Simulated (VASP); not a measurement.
# TiMnH6 (Fm-3m) in VASP: notebook, part 2 of 2

VASP 6.6.1. Earlier steps stand in the parts before.

### Step 4. Relaxation of cell and atoms, PBE, collinear spin, ferromagnetic start

This run uses another cell than the first one, of 13.60 Å³/atom, 1.338 times its volume.

The input, INCAR:

```
SYSTEM = TiMnH6
ALGO = Normal
EDIFF = 1E-7
EDIFFG = -0.04
ENCUT = 600
GGA = PE
IBRION = 2
ISIF = 3
ISMEAR = 0
ISPIN = 2
LASPH = .TRUE.
LCHARG = .FALSE.
LMAXMIX = 4
LORBIT = 11
LREAL = .FALSE.
LWAVE = .FALSE.
MAGMOM = 0 4 0 0 0 0 0 0
NELM = 150
NSW = 90
PREC = Accurate
SIGMA = 0.1
```

The input, KPOINTS:

```
k-points
0
G
  4 4 4
  0 0 0
```

The input, POSCAR:

```
TiMnH6
1.0
    0.0000000000      3.7888920300      3.7888920300
    3.7888920300      0.0000000000      3.7888920300
    3.7888920300      3.7888920300      0.0000000000
Ti Mn H
1 1 6
Direct
    0.5000000000      0.5000000000      0.5000000000
    0.0000000000      0.0000000000      0.0000000000
    0.7500000000      0.2500000000      0.2500000000
    0.2500000000      0.7500000000      0.7500000000
    0.2500000000      0.7500000000      0.2500000000
    0.7500000000      0.2500000000      0.7500000000
    0.2500000000      0.2500000000      0.7500000000
    0.7500000000      0.7500000000      0.2500000000
```

Started as:

```sh
cat potpaw_PBE.64/Ti_sv/POTCAR potpaw_PBE.64/Mn_pv/POTCAR potpaw_PBE.64/H/POTCAR > POTCAR
mpirun -np 1 vasp_std > vasp.out
```

Run time: 8.1 min. Hardware: 1 thread of Intel Xeon 6975P-C (Granite Rapids), shared host; peak memory 0.44 GiB.

It converged, with:

| Quantity | Value |
| --- | --- |
| Free energy | -35.0345 eV |
| Relaxed volume | 10.15 Å³/atom |
| Relaxed cell | a = 4.860 Å, b = 4.860 Å, c = 4.860 Å, α = 60.00°, β = 60.00°, γ = 60.00° |
| Space group after relaxing (to 0.05 Å) | Fm-3m (No. 225) |
| Energy gained by relaxing | 108.0 meV/atom |
| Ionic steps | 9 |
| Pressure after relaxing | 0.0 GPa |
| Net moment | 1.15 μB per cell |
| Site moments | Ti -1.03; Mn +2.54; H -0.01 μB |
| Valence electrons inside the program's atomic spheres | Ti 10.11; Mn 11.78; H 0.59 |

Step by step:
| step | energy change (eV) | largest force (eV/Å) | pressure (GPa) | volume (Å³) |
| --- | --- | --- | --- | --- |
| 1 | 0.0000 | 0.1385 | -5.89 | 108.78 |
| 2 | -0.2392 | 0.2254 | -3.67 | 101.10 |
| 3 | -0.3809 | 0.5113 | -1.79 | 93.08 |
| 4 | -0.5656 | 1.2279 | 2.76 | 78.34 |
| 5 | -0.6656 | 0.8161 | 4.88 | 75.12 |
| 6 | -0.6704 | 0.5805 | 6.27 | 73.76 |
| 7 | -0.7638 | 0.3854 | 4.35 | 75.67 |
| 8 | -0.8633 | 0.0437 | -0.23 | 81.61 |
| 9 | -0.8639 | 0.0220 | 0.05 | 81.19 |

Final structure:
```cif
data_structure
_symmetry_space_group_name_H-M 'P 1'
_symmetry_Int_Tables_number 1
_cell_length_a 4.8605
_cell_length_b 4.8605
_cell_length_c 4.8605
_cell_angle_alpha 60.000
_cell_angle_beta 60.000
_cell_angle_gamma 60.000
_cell_volume 81.19
loop_
_atom_site_label
_atom_site_type_symbol
_atom_site_fract_x
_atom_site_fract_y
_atom_site_fract_z
_atom_site_occupancy
Ti1 Ti 0.50000 0.50000 0.50000 1
Mn1 Mn 0.00000 0.00000 0.00000 1
H1 H 0.76592 0.23408 0.23408 1
H2 H 0.23408 0.76592 0.76592 1
H3 H 0.23408 0.76592 0.23408 1
H4 H 0.76592 0.23408 0.76592 1
H5 H 0.23408 0.23408 0.76592 1
H6 H 0.76592 0.76592 0.23408 1
```

Levels at points of the mesh, in eV from the Fermi level:
Spin up:
```tsv
k point	band 12	band 13	band 14	band 15	band 16	band 17	band 18	band 19	band 20	band 21
(0.00, 0.00, 0.00)	-2.62	-2.62	-2.36	-2.36	-2.36	-0.01	0.00	1.15	1.15	1.15
(0.50, 0.00, 0.00)	-3.69	-3.69	-2.53	-2.50	-2.50	1.13	1.26	1.26	2.38	3.52
(0.50, 0.50, 0.00)	-3.03	-3.03	-2.71	-2.45	-2.45	0.03	0.25	0.91	1.48	1.48
```
Spin down:
```csv
k point,band 11,band 12,band 13,band 14,band 15,band 16,band 17,band 18,band 19,band 20
"(0.00, 0.00, 0.00)",-2.42,-2.42,-2.42,-0.68,-0.68,-0.68,0.42,0.42,0.75,0.75
"(0.50, 0.00, 0.00)",-4.08,-3.89,-3.89,-0.05,0.05,0.05,0.11,0.22,0.22,3.03
"(0.50, 0.50, 0.00)",-3.95,-3.10,-3.10,-1.01,0.19,0.19,0.36,0.36,0.41,0.78
```

Caveat: the volume moved by over 15 % at a fixed basis, so the end points are rough.

### Step 5. Single point, PBE, collinear spin, ferrimagnetic start

This run uses another cell than the first one, of 10.11 Å³/atom, 0.995 times its volume.

The input, INCAR:

```
SYSTEM = TiMnH6
ALGO     = Normal         ! electronic algorithm
EDIFF    = 1E-6           ! SCF threshold, eV
ENCUT    = 520            ! plane-wave cutoff, eV
GGA      = PE             ! functional
ISIF     = 2              ! what is computed and relaxed
ISMEAR   = 0              ! smearing method
ISPIN    = 2              ! spin polarisation
LASPH    = .True.         ! aspherical terms in the spheres
LCHARG   = .False.        ! write CHGCAR
LMAXMIX  = 4              ! l up to which the mixer works
LORBIT   = 11             ! projections on sites
LREAL    = .False.        ! projectors in reciprocal space
LWAVE    = .False.        ! write WAVECAR
MAGMOM   = -0.78 2.06 0 0 0 0 0 0 ! initial moments
NBANDS   = 30             ! bands
NELM     = 150            ! most SCF steps
PREC     = Accurate       ! precision mode
SIGMA    = 0.1            ! smearing width, eV
```

The input, KPOINTS:

```
k-points
0
Gamma
  10 10 10
  0 0 0
```

The input, POSCAR:

```
TiMnH6
1.0
    0.0000000000      3.4328869174      3.4328869174
    3.4328869174      0.0000000000      3.4328869174
    3.4328869174      3.4328869174      0.0000000000
Ti Mn H
1 1 6
Direct
    0.5000000000      0.5000000000      0.5000000000
    0.0000000000      0.0000000000      0.0000000000
    0.7660786124      0.2339213876      0.2339213876
    0.2339213876      0.7660786124      0.7660786124
    0.2339213876      0.7660786124      0.2339213876
    0.7660786124      0.2339213876      0.7660786124
    0.2339213876      0.2339213876      0.7660786124
    0.7660786124      0.7660786124      0.2339213876
```

Potentials or basis: VASP PAW PBE potentials, release 64 (Ti_sv, Mn_pv, H).

Started as:

```sh
cat potpaw_PBE.64/Ti_sv/POTCAR potpaw_PBE.64/Mn_pv/POTCAR potpaw_PBE.64/H/POTCAR > POTCAR
mpirun -np 1 vasp_std > vasp.out
```

OUTCAR:

```text
SYSTEM = TiMnH6
   EDIFF = 1E-6
   ENCUT = 520
   GGA = PE
   ISIF = 2
   ISMEAR = 0
   ISPIN = 2
   LASPH = .True.
   LORBIT = 11
   LREAL = .False.
   NELM = 150
   PREC = Accurate

 ion  position               nearest neighbor table
   1  0.500  0.500  0.500-   3 1.83   4 1.83   5 1.83   6 1.83   7 1.83   8 1.83
   2  0.000  0.000  0.000-   3 1.61   4 1.61   5 1.61   6 1.61   7 1.61   8 1.61
   3  0.766  0.234  0.234-   2 1.61   1 1.83
   4  0.234  0.766  0.766-   2 1.61   1 1.83
   5  0.234  0.766  0.234-   2 1.61   1 1.83
   6  0.766  0.234  0.766-   2 1.61   1 1.83
   7  0.234  0.234  0.766-   2 1.61   1 1.83
   8  0.766  0.766  0.234-   2 1.61   1 1.83

  LATTYP: Found a face centered cubic cell.
 ALAT       =     6.8657738348

  Lattice vectors:

 A1 = (   0.0000000000,   3.4328869174,   3.4328869174)
 A2 = (   3.4328869174,   0.0000000000,   3.4328869174)
 A3 = (   3.4328869174,   3.4328869174,   0.0000000000)

[... 1663 lines left out ...]
  Total       -0.0506219     -0.0506219     -0.0506219      0.0000000     -0.0000000     -0.0000000
  in kB       -1.0023983     -1.0023983     -1.0023983      0.0000000     -0.0000000     -0.0000000
  external PRESSURE =      -1.0023983 kB  Pullay stress =       0.0000000 kB

 VOLUME and BASIS-vectors are now :
 -----------------------------------------------------------------------------
  energy-cutoff  :      520.00
  volume of cell :       80.91
      direct lattice vectors                 reciprocal lattice vectors
     0.000000000  3.432886917  3.432886917    -0.145650006  0.145650006  0.145650006
     3.432886917  0.000000000  3.432886917     0.145650006 -0.145650006  0.145650006
     3.432886917  3.432886917  0.000000000     0.145650006  0.145650006 -0.145650006

 POSITION                                       TOTAL-FORCE (eV/Angst)
 -----------------------------------------------------------------------------------
      3.43289      3.43289      3.43289         0.000000      0.000000     -0.000000
      0.00000      0.00000      0.00000        -0.000000      0.000000     -0.000000
      1.60605      3.43289      3.43289         0.005158      0.000000      0.000000
      5.25972      3.43289      3.43289        -0.005158      0.000000      0.000000
      3.43289      1.60605      3.43289         0.000000      0.005158      0.000000
      3.43289      5.25972      3.43289         0.000000     -0.005158      0.000000
      3.43289      3.43289      1.60605         0.000000      0.000000      0.005158
      3.43289      3.43289      5.25972         0.000000      0.000000     -0.005158
 -----------------------------------------------------------------------------------
    total drift:                                0.000000      0.000000      0.000000

  FREE ENERGIE OF THE ION-ELECTRON SYSTEM (eV)
  ---------------------------------------------------
  free  energy   TOTEN  =       -35.0279922359 eV

  energy  without entropy=      -35.0061385416  energy(sigma->0) =      -35.01706539

 total charge

# of ion       s       p       d       tot
------------------------------------------
    1        2.174   6.129   1.810  10.113
    2        0.361   6.428   4.999  11.788
    3        0.584   0.009   0.000   0.593
    4        0.584   0.009   0.000   0.593
    5        0.584   0.009   0.000   0.593
    6        0.584   0.009   0.000   0.593
    7        0.584   0.009   0.000   0.593
    8        0.584   0.009   0.000   0.593
--------------------------------------------------
tot          6.039  12.613   6.809  25.461

 magnetization (x)

# of ion       s       p       d       tot
------------------------------------------
    1       -0.018  -0.026  -1.052  -1.097
    2        0.022   0.043   2.394   2.460
    3       -0.014   0.000   0.000  -0.014
    4       -0.014   0.000   0.000  -0.014
    5       -0.014   0.000   0.000  -0.014
    6       -0.014   0.000   0.000  -0.014
    7       -0.014   0.000   0.000  -0.014
    8       -0.014   0.000   0.000  -0.014
--------------------------------------------------
tot         -0.081   0.017   1.342   1.279
```

stdout:

```text
POSCAR found type information on POSCAR TiMnH
 POSCAR found :  3 types and       8 ions
 scaLAPACK will be used
 LDA part: xc-table for (Slater+PW92), standard interpolation
 POSCAR, INCAR and KPOINTS ok, starting setup
 FFT: planning ... GRIDC
 FFT: planning ... GRID_SOFT
 FFT: planning ... GRID
 WAVECAR not read
 entering main loop
```

It took 1.8 min on 1 thread of Intel Xeon 6975P-C (Granite Rapids), shared host; peak memory 0.35 GiB.

Results:

```yaml
Free_energy: -35.0280 eV
Pressure: -0.1 GPa
Largest_force: 0.005 eV/Å
Band_gap_on_the_k_mesh: zero (filled and empty bands overlap)
Net_moment: 1.00 μB per cell
Site_moments: Ti -1.10; Mn +2.46; H -0.01 μB
Valence_electrons_inside_the_program's_atomic_spheres: Ti 10.11; Mn 11.79; H 0.59
```

Forces in eV/Å, atoms in the order of the input:
```
Ti   0.000  0.000  0.000
Mn   0.000  0.000  0.000
H    0.005  0.000  0.000
H   -0.005  0.000  0.000
H    0.000  0.005  0.000
H    0.000 -0.005  0.000
H    0.000  0.000  0.005
H    0.000  0.000 -0.005
```

Levels at points of the mesh, in eV from the Fermi level:
Spin up:
```tsv
k point	band 12	band 13	band 14	band 15	band 16	band 17	band 18	band 19	band 20	band 21
(0.00, 0.00, 0.00)	-2.53	-2.53	-2.31	-2.31	-2.31	0.09	0.09	1.22	1.22	1.22
(0.50, 0.00, 0.00)	-3.63	-3.63	-2.45	-2.41	-2.41	1.20	1.33	1.33	2.48	2.48
(0.50, 0.50, 0.00)	-2.98	-2.98	-2.63	-2.36	-2.36	0.13	0.35	0.98	1.55	1.55
```
Spin down:
| k point | band 11 | band 12 | band 13 | band 14 | band 15 | band 16 | band 17 | band 18 | band 19 | band 20 |
| --- | --- | --- | --- | --- | --- | --- | --- | --- | --- | --- |
| (0.00, 0.00, 0.00) | -2.37 | -2.37 | -2.37 | -0.65 | -0.65 | -0.65 | 0.43 | 0.43 | 0.77 | 0.77 |
| (0.50, 0.00, 0.00) | -4.05 | -3.85 | -3.85 | -0.03 | 0.07 | 0.07 | 0.14 | 0.24 | 0.24 | 3.08 |
| (0.50, 0.50, 0.00) | -3.90 | -3.05 | -3.05 | -0.99 | 0.21 | 0.21 | 0.39 | 0.39 | 0.42 | 0.80 |

### Step 6. Single point, PBE, collinear spin, ferrimagnetic start

This run uses another cell than the first one, of 10.11 Å³/atom, 0.995 times its volume.

The input, INCAR:

```
SYSTEM = TiMnH6
  PREC = Accurate
  ENCUT = 520
  EDIFF = 1E-7
  ISMEAR = 0
  SIGMA = 0.1
  LREAL = .False.
  LASPH = .True.
  NELM = 150
  ALGO = Normal
  ISIF = 2
  LWAVE = .False.
  LCHARG = .False.
  ISPIN = 2
  MAGMOM = -0.82 2 0 0 0 0 0 0
  LORBIT = 11
  LMAXMIX = 4
  GGA = PE
  NBANDS = 30
```

The input, KPOINTS:

```
regular mesh
0
Gamma
  10 10 10
  0 0 0
```

POSCAR is that of step 5.

Potentials or basis: VASP PAW PBE potentials, release 64 (Ti_sv, Mn_pv, H).

Started as:

```sh
cat potpaw_PBE.64/Ti_sv/POTCAR potpaw_PBE.64/Mn_pv/POTCAR potpaw_PBE.64/H/POTCAR > POTCAR
mpirun -np 1 vasp_std > vasp.out
```

Run time: 1.7 min. Hardware: 1 thread of Intel Xeon 6975P-C (Granite Rapids), shared host; peak memory 0.35 GiB.

Results (log left out):

```yaml
Free_energy: -35.0280 eV
Pressure: -0.1 GPa
Largest_force: 0.005 eV/Å
Band_gap_on_the_k_mesh: zero (filled and empty bands overlap)
Net_moment: 1.00 μB per cell
Site_moments: Ti -1.10; Mn +2.46; H -0.01 μB
Valence_electrons_inside_the_program's_atomic_spheres: Ti 10.11; Mn 11.79; H 0.59
```

Forces on the atoms (eV/Å):
```
Ti   0.000  0.000  0.000
Mn   0.000  0.000  0.000
H    0.005  0.000  0.000
H   -0.005  0.000  0.000
H    0.000  0.005  0.000
H    0.000 -0.005  0.000
H    0.000  0.000  0.005
H    0.000  0.000 -0.005
```

Levels at points of the mesh, in eV from the Fermi level:
Spin up:
| k point | band 12 | band 13 | band 14 | band 15 | band 16 | band 17 | band 18 | band 19 | band 20 | band 21 |
| --- | --- | --- | --- | --- | --- | --- | --- | --- | --- | --- |
| (0.00, 0.00, 0.00) | -2.53 | -2.53 | -2.31 | -2.31 | -2.31 | 0.09 | 0.09 | 1.22 | 1.22 | 1.22 |
| (0.50, 0.00, 0.00) | -3.63 | -3.63 | -2.45 | -2.41 | -2.41 | 1.20 | 1.33 | 1.33 | 2.48 | 2.48 |
| (0.50, 0.50, 0.00) | -2.98 | -2.98 | -2.63 | -2.36 | -2.36 | 0.13 | 0.35 | 0.98 | 1.55 | 1.55 |
Spin down:
```tsv
k point	band 11	band 12	band 13	band 14	band 15	band 16	band 17	band 18	band 19	band 20
(0.00, 0.00, 0.00)	-2.37	-2.37	-2.37	-0.65	-0.65	-0.65	0.43	0.43	0.77	0.77
(0.50, 0.00, 0.00)	-4.05	-3.85	-3.85	-0.03	0.07	0.07	0.14	0.24	0.24	3.08
(0.50, 0.50, 0.00)	-3.90	-3.05	-3.05	-0.99	0.21	0.21	0.39	0.39	0.42	0.80
```

### Step 7. Summary

```tsv
task	spin	cell	k mesh	cutoff (eV)	gap on the mesh (eV)	pressure (GPa)	moment (μB)	largest force (eV/Å)
single point	collinear, ferromagnetic start	a = 4.863 Å, angles 60.0°, 8 atoms	4 × 4 × 4	520	none	-0.2	1.15	0.03
single point	collinear, ferromagnetic start	a = 5.358 Å, angles 60.0°, 8 atoms	4 × 4 × 4	520	none	-5.9	4.38	-
relaxation of cell and atoms	collinear, ferromagnetic start	relaxed from a = 5.358 Å, angles 60.0°, 8 atoms	4 × 4 × 4	600	none	0.0	1.15	-
single point	collinear, ferrimagnetic start	a = 4.855 Å, angles 60.0°, 8 atoms	10 × 10 × 10	520	none	-0.1	1.00	0.01
```

Alike in all rows: level PBE; potentials or basis VASP PAW PBE potentials, release 64 (Ti_sv, Mn_pv, H); smearing gaussian 0.1 eV.

Caveats: some runs use coarse meshes; the volume moved by over 15 % at a fixed basis, so the end points are rough (some runs).

Absolute energies hang on the potentials; compare differences alone.
